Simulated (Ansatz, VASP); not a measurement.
## One calculation of TaN, two programs

The input INCAR:

```
PREC = Accurate
ENCUT = 520
EDIFF = 1E-8
ISMEAR = -1
SIGMA = 0.03
LREAL = False
LASPH = True
NELM = 80
ALGO = Normal
ISIF = 2
LWAVE = False
LCHARG = False
LEFG = True
NBANDS = 24
```

KPOINTS

```
regular mesh
0
Gamma
  9 9 5
```

The input POSCAR:

```
TaN
1.0
    3.1098202203      0.0000000000      0.0000000000
   -1.5549101102      2.6931833120      0.0000000000
    0.0000000000      0.0000000000      5.0368873428
Ta N
2 2
Direct
    0.3333333333      0.6666666667      0.0000000000
    0.6666666667      0.3333333333      0.5000000000
    0.3333333333      0.6666666667      0.3850000000
    0.6666666667      0.3333333333      0.8850000000
```

Input for Ansatz:

```yaml
crystal:
  lattice:
    - [3.1098202203, 0.0, 0.0]
    - [-1.5549101102, 2.693183312, 0.0]
    - [0.0, 0.0, 5.0368873428]
  atoms:
    - { symbol: Ta, position: [0.3333333333, 0.6666666667, 0.0] }
    - { symbol: Ta, position: [0.6666666667, 0.3333333333, 0.5] }
    - { symbol: "N", position: [0.3333333333, 0.6666666667, 0.385] }
    - { symbol: "N", position: [0.6666666667, 0.3333333333, 0.885] }
kpoints:
  mp_grid: { grid: [9, 9, 5] }
scf:
  occupations: { method: fermi_dirac, width: 0.03 }
hamiltonian:
  xc: lda
  pseudopotentials: { kind: paw }
output:
  forces: true
  stress: true
  eigenvalues: true
  efg: { contact_densities: true }
```

Change from the starting cell: volume scaled by 1.06, PAW files.

Alike in both runs: task electric field gradients; functional LDA; k mesh 9 × 9 × 5; occupations fermi-dirac, width 0.03 eV; no spin polarisation.

|  | VASP | Ansatz |
| --- | --- | --- |
| version | VASP 6.6.1 | Ansatz 0.2.0 |
| potentials or method | VASP PAW LDA potentials, release 64 (Ta_pv, N) | PAW with Ansatz's default frozen-core files, scalar-relativistic |
| plane-wave cutoff (eV) | 520 | 420 |
| valence electrons in the cell | 32 | 36 |

```csv
,VASP,Ansatz,Ansatz less VASP
pressure (GPa),84.7,81.3,-3.41
"traceless stress, the component that is largest in VASP (GPa)",-12.87,-12.40,+0.474
rms of the force components (eV/Å),1.206,1.203,-0.0035
size of Vzz on the site where it differs most (V/Å²),117.8,123.2,+5.35
```

LDA's correlation is that of Perdew and Zunger in VASP and of Perdew and Wang (1992) in Ansatz. Atom by atom the forces differ by 0.003 eV/Å (rms over components). Both programs put the cell under a high pressure, so it lies far from rest at this level. VASP's potentials hold 32 valence electrons a cell and Ansatz's 36, so a difference there can come from the potentials and not from the codes.

Spin-orbit coupling is off throughout. Noted on VASP's run: the cell as given lies far from equilibrium.
